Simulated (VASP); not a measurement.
Set up this calculation in VASP 6.6.1, as the native input.

* Task: single point
* Functional: r2SCAN
* Potentials or basis: VASP PAW PBE potentials, release 64 (Ta_pv, O)
* Cutoff: 520 eV
* k mesh: 12 × 12 × 6
* Occupations: gaussian, width 0.1 eV
* Spin: no spin polarisation
* Dipole correction: no
* Further INCAR settings: ALGO = Normal; EDIFF = 1e-06; NBANDS = 33

Crystal: Ta4O.

```
Ta O
1.0
     3.24255    0.00000    0.00000
     0.00000    3.24255    0.00000
     0.00000    0.00000    7.33209
Ta O
4 1
Direct
  0.00000 0.00000 0.50000
  0.50000 0.50000 0.78242
  0.50000 0.50000 0.21758
  0.00000 0.00000 0.00000
  0.50000 0.50000 0.50000
```

The input as run:

POSCAR

```
Ta4O
1.0
    3.2425477076      0.0000000000      0.0000000000
    0.0000000000      3.2425477076      0.0000000000
    0.0000000000      0.0000000000      7.3320862788
Ta O
4 1
Direct
    0.0000000000      0.0000000000      0.5000000000
    0.5000000000      0.5000000000      0.7824172453
    0.5000000000      0.5000000000      0.2175827547
    0.0000000000      0.0000000000      0.0000000000
    0.5000000000      0.5000000000      0.5000000000
```

INCAR.step1

```
SYSTEM = Ta4O
PREC = Accurate ; ENCUT = 520
ISMEAR = 0 ; SIGMA = 0.1
LREAL = .False. ; LASPH = .True.
NELM = 100 ; NBANDS = 33
GGA = PE ; ALGO = Normal
EDIFF = 1E-4 ; LWAVE = .True.
LCHARG = .False.
```

INCAR.step2

```
SYSTEM = Ta4O
PREC = Accurate ; ENCUT = 520
EDIFF = 1E-6 ; ISMEAR = 0
SIGMA = 0.1 ; LREAL = .False.
LASPH = .True. ; NELM = 100
ALGO = Normal ; ISIF = 2
LWAVE = .False. ; LCHARG = .True.
METAGGA = R2SCAN ; LMIXTAU = .True.
LELF = .True. ; LVHAR = .True.
NBANDS = 33 ; ISTART = 1
```

KPOINTS

```
regular mesh
0
Gamma
  12 12 6
  0 0 0
```

Potentials or basis: VASP PAW PBE potentials, release 64 (Ta_pv, O).

Launch:

```console
$ cat potpaw_PBE.64/Ta_pv/POTCAR potpaw_PBE.64/O/POTCAR > POTCAR
$ cp INCAR.step1 INCAR
$ mpirun -np 1 vasp_std > vasp.out
$ cp INCAR.step2 INCAR
$ mpirun -np 1 vasp_std > vasp.out
```

It gave:

| Item | Value |
| --- | --- |
| Pressure | 0.9 GPa |
| Largest force | 0.035 eV/Å |
| Band gap on the k mesh | zero (band 25 reaches 7.08 eV, above the bottom of band 26 at 5.94 eV) |

Caveat: the PAW data sets were made with another functional, which shifts forces and pressure a little; spin-orbit coupling is left out, which moves the levels of the heavy elements.

Wall time 11 min on 1 thread of Intel(R) Xeon(R) Platinum 8488C (Sapphire Rapids) (shared host), peak memory 0.34 GiB.
